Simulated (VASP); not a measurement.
Input of a VASP 6.6.1 run:

Contents of POSCAR:

```
Si
1.0
    0.0000000000      1.9031462893      1.9031462893
    1.9031462893      0.0000000000      1.9031462893
    1.9031462893      1.9031462893      0.0000000000
Si
1
Direct
    0.0000000000      0.0000000000      0.0000000000
```

The input INCAR.step1:

```
SYSTEM = Si
PREC = Accurate ; ENCUT = 600
ISMEAR = 0 ; SIGMA = 0.1
LREAL = .FALSE. ; LASPH = .TRUE.
NELM = 80 ; GGA = PE
ALGO = Normal ; EDIFF = 1E-4
LWAVE = .TRUE. ; LCHARG = .FALSE.
```

The input INCAR.step2:

```
SYSTEM = Si
PREC = Accurate ; ENCUT = 600
EDIFF = 1E-7 ; ISMEAR = 0
SIGMA = 0.1 ; LREAL = .FALSE.
LASPH = .TRUE. ; NELM = 80
ALGO = Normal ; ISIF = 3
LWAVE = .FALSE. ; LCHARG = .FALSE.
METAGGA = R2SCAN ; LMIXTAU = .TRUE.
IBRION = 2 ; NSW = 80
EDIFFG = -0.01 ; ISTART = 1
```

File KPOINTS:

```
regular mesh
0
G
  18 18 18
  0 0 0
```

Potentials or basis: VASP PAW PBE potentials, release 64 (Si).

Run with:

```sh
$ cat potpaw_PBE.64/Si/POTCAR > POTCAR
$ cp INCAR.step1 INCAR
$ mpirun -np 1 vasp_std > vasp.out
$ cp INCAR.step2 INCAR
$ mpirun -np 1 vasp_std > vasp.out
```

Question: What does it give for the relaxed volume?

Answer: 13.87 Å³/atom.

Question: Estimate the band gap on the k mesh.

Answer: Zero (bands 2 and 3 overlap by 15.77 eV).

Final structure:
```
Si
1.0
     0.00000    1.90700    1.90700
     1.90700    0.00000    1.90700
     1.90700    1.90700    0.00000
Si
1
Direct
  0.00000 0.00000 0.00000
```

Caveat: the PAW data sets were made with another functional, which shifts forces and pressure a little. Zero-point motion and thermal expansion aren't in these numbers.
